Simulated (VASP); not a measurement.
CdSe (Cadmoselite), 4 atoms in the cell. Symmetry: P6_3mc, No. 186, hexagonal system. The conventional cell has a = 4.302 Å, b = 4.302 Å, c = 7.022 Å, α = 90.00°, β = 90.00°, γ = 120.00°. Within 3.5 Å of Cd (site symmetry 3m) lie 4 Se at 2.63 to 2.64 Å. Within 3.5 Å of Se (site symmetry 3m) lie 4 Cd at 2.63 to 2.64 Å. 

| Item | Value |
| --- | --- |
| Program | VASP 6.6.1 |
| Task | vibrations by perturbation theory |
| Functional | PBEsol |
| Potentials or basis | VASP PAW PBE potentials, release 64 (Cd, Se) |
| Cutoff | 520 eV |
| k mesh | 9 × 9 × 6 |
| Occupations | gaussian, width 0.01 eV |
| Spin | no spin polarisation |
| Dipole correction | no |
| Further INCAR settings | ALGO = Normal; EDIFF = 1e-08; IBRION = 8; NSW = 1 |

Potentials or basis: VASP PAW PBE potentials, release 64 (Cd, Se).

The run is started by

```console
$ cat potpaw_PBE.64/Cd/POTCAR potpaw_PBE.64/Se/POTCAR > POTCAR
$ mpirun -np 1 vasp_std > vasp.out
```

Hardware: 1 thread of Intel(R) Xeon(R) 6975P-C (Granite Rapids), with other jobs on the host.

Problem. How long does it take, and how much memory?

Solution. Run time: 21 min on 1 thread of Intel(R) Xeon(R) 6975P-C (Granite Rapids) (shared host), peak memory 1.3 GiB. Counts: scf iterations 180, k points 48.
